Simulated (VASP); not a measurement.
Set up this calculation in VASP 6.6.1, as the native input.

```yaml
Task: relaxation of shape and atoms at fixed volume
Functional: PBEsol
Potentials_or_basis: VASP PAW PBE potentials, release 64 (Mg, F)
Cutoff: 600 eV
k_mesh: 6 × 6 × 8
Occupations: gaussian, width 0.02 eV
Spin: no spin polarisation
Dipole_correction: no
Further_INCAR_settings: ALGO = Normal; EDIFF = 1e-07; IBRION = 2; EDIFFG = -0.01; NSW = 50; ISIF = 4
```

The structure of MgF2 lies in POSCAR:

```
MgF2
1.0
    4.7337584810      0.0000000000      0.0000000000
    0.0000000000      4.7337584810      0.0000000000
    0.0000000000      0.0000000000      3.1169886663
Mg F
2 4
Direct
    0.0000000000      0.0000000000      0.0000000000
    0.5000000000      0.5000000000      0.5000000000
    0.3040321441      0.3040321441      0.0000000000
    0.1959678559      0.8040321441      0.5000000000
    0.6959678559      0.6959678559      0.0000000000
    0.8040321441      0.1959678559      0.5000000000
```

One way to write it, as run:

INCAR

```
SYSTEM = MgF2
PREC     = Accurate       ! precision mode
ENCUT    = 600            ! plane-wave cutoff, eV
EDIFF    = 1E-7           ! SCF threshold, eV
ISMEAR   = 0              ! smearing method
SIGMA    = 0.02           ! smearing width, eV
LREAL    = .False.        ! projectors in reciprocal space
LASPH    = .True.         ! aspherical terms in the spheres
NELM     = 120            ! most SCF steps
ALGO     = Normal         ! electronic algorithm
ISIF     = 4              ! what is computed and relaxed
LWAVE    = .False.        ! write WAVECAR
LCHARG   = .False.        ! write CHGCAR
GGA      = PS             ! functional
IBRION   = 2              ! ionic algorithm
NSW      = 50             ! ionic steps
EDIFFG   = -0.01          ! ionic threshold
GGA_COMPAT= .False.      
NELMIN   = 4
```

KPOINTS

```
Automatic mesh
0
Gamma
  6 6 8
  0 0 0
```

Potentials or basis: VASP PAW PBE potentials, release 64 (Mg, F).

Run with:

```sh
$ cat potpaw_PBE.64/Mg/POTCAR potpaw_PBE.64/F/POTCAR > POTCAR
$ mpirun -np 1 vasp_std > vasp.out
```

It gave:

```
Energy gained by relaxing : 0.2 meV/atom
Ionic steps               : 3
Pressure after relaxing   : -5.8 GPa
Band gap on the k mesh    : 6.50 eV
```

Caveat: the PAW data sets were made with another functional, which shifts forces and pressure a little.

Wall time 84 s on 1 thread of AMD EPYC 9R45 96-Core Processor (Zen 5) (shared host), peak memory 0.22 GiB.
